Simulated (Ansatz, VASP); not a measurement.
One calculation of Al2O3, two programs

INCAR

```
SYSTEM = Al2O3
  PREC = Accurate
  ENCUT = 520
  EDIFF = 1E-6
  ISMEAR = 0
  SIGMA = 0.05
  LREAL = .False.
  LASPH = .True.
  NELM = 80
  ALGO = Normal
  ISIF = 2
  LWAVE = .False.
  LCHARG = .True.
  GGA = CA
  LELF = .True.
  LVHAR = .True.
  NBANDS = 20
```

File KPOINTS:

```
regular mesh
0
Gamma
  12 12 4
  0 0 0
```

File POSCAR:

```
Al2O3
1.0
    2.8843249483      0.0000000000      0.0000000000
   -1.4421624742      2.4978986780      0.0000000000
    0.0000000000      0.0000000000      9.6168570938
Al O
2 3
Direct
    0.0000000000      0.0000000000      0.1499923300
    0.0000000000      0.0000000000      0.8500076700
    0.3333333333      0.6666666667      0.2223169200
    0.6666666667      0.3333333333      0.0000000000
    0.3333333333      0.6666666667      0.7776830800
```

Input for Ansatz:

```yaml
crystal:
  lattice:
    - [2.8843249483, 0.0, 0.0]
    - [-1.4421624742, 2.497898678, 0.0]
    - [0.0, 0.0, 9.6168570938]
  atoms:
    - { symbol: Al, position: [0.0, 0.0, 0.14999233] }
    - { symbol: Al, position: [0.0, 0.0, 0.85000767] }
    - { symbol: O, position: [0.3333333333, 0.6666666667, 0.22231692] }
    - { symbol: O, position: [0.6666666667, 0.3333333333, 0.0] }
    - { symbol: O, position: [0.3333333333, 0.6666666667, 0.77768308] }
basis:
  ecutwfc: 420
kpoints:
  mp_grid: { grid: [12, 12, 4] }
hamiltonian:
  xc: lda
scf:
  occupations: { method: gaussian, width: 0.05 }
output:
  forces: true
  stress: true
  eigenvalues: true
```

Change from the starting cell: strain +0.000 along x and y, +0.030 along z, atoms carried along.

Alike in both runs: task single point; functional LDA; k mesh 12 × 12 × 4; occupations gaussian, width 0.05 eV; no spin polarisation.

|  | VASP | Ansatz |
| --- | --- | --- |
| version | VASP 6.6.1 | Ansatz 0.2.0 |
| potentials or method | VASP PAW LDA potentials, release 64 (Al, O), cutoff 520 eV | scalar-relativistic, plane waves, PAW |
| valence electrons in the cell | 24 | 24 |

|  | VASP | Ansatz | Ansatz less VASP |
| --- | --- | --- | --- |
| gap on the k mesh at the Fermi level (eV) | 4.74 | 4.76 | +0.019 |
| least direct gap on the mesh (eV) | 4.98 | 4.98 | +0.003 |
| pressure (GPa) | -8.7 | -9.3 | -0.54 |
| traceless stress, the component that is largest in VASP (GPa) | -1.88 | -1.42 | +0.467 |
| rms of the force components (eV/Å) | 0.334 | 0.342 | +0.0082 |

LDA's correlation is that of Perdew and Zunger in VASP and of Perdew and Wang (1992) in Ansatz. Atom by atom the forces differ by 0.009 eV/Å (rms over components).
